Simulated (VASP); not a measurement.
A run of VASP 6.6.1:

The input INCAR:

```
SYSTEM = ZnS
PREC = Accurate
ENCUT = 520
EDIFF = 1E-7
ISMEAR = -1
SIGMA = 0.05
LREAL = .False.
LASPH = .True.
NELM = 60
ALGO = Normal
ISIF = 2
LWAVE = .False.
LCHARG = .False.
GGA = RE
IVDW = 13
NBANDS = 66
```

KPOINTS

```
Automatic mesh
0
Gamma
  8 8 2
  0 0 0
```

POSCAR

```
ZnS
1.0
    3.7856022766      0.0000000000      0.0000000000
   -1.8928011383      3.2784277402      0.0000000000
    0.0000000000      0.0000000000     18.5845571767
Zn S
6 6
Direct
    0.3333333333      0.6666666667      0.8332762732
    0.6666666667      0.3333333333      0.3332762732
    0.6666666667      0.3333333333      0.6668729264
    0.3333333333      0.6666666667      0.1668729264
    0.0000000000      0.0000000000      0.5000546445
    0.0000000000      0.0000000000      0.0000546445
    0.3333333333      0.6666666667      0.9580726146
    0.6666666667      0.3333333333      0.4580726146
    0.6666666667      0.3333333333      0.7916314213
    0.3333333333      0.6666666667      0.2916314213
    0.0000000000      0.0000000000      0.6250921202
    0.0000000000      0.0000000000      0.1250921202
```

Potentials or basis: VASP PAW PBE potentials, release 64 (Zn, S).

Launch:

```sh
$ cat potpaw_PBE.64/Zn/POTCAR potpaw_PBE.64/S/POTCAR > POTCAR
$ mpirun -np 1 vasp_std > vasp.out
```

Hardware: 1 thread of Intel Xeon 8259CL, on a shared host.

Estimate the wall time of this run.

It took 40 min on 1 thread of Intel Xeon 8259CL (shared host), peak memory 0.46 GiB. Counts: scf iterations 31, k points 20.
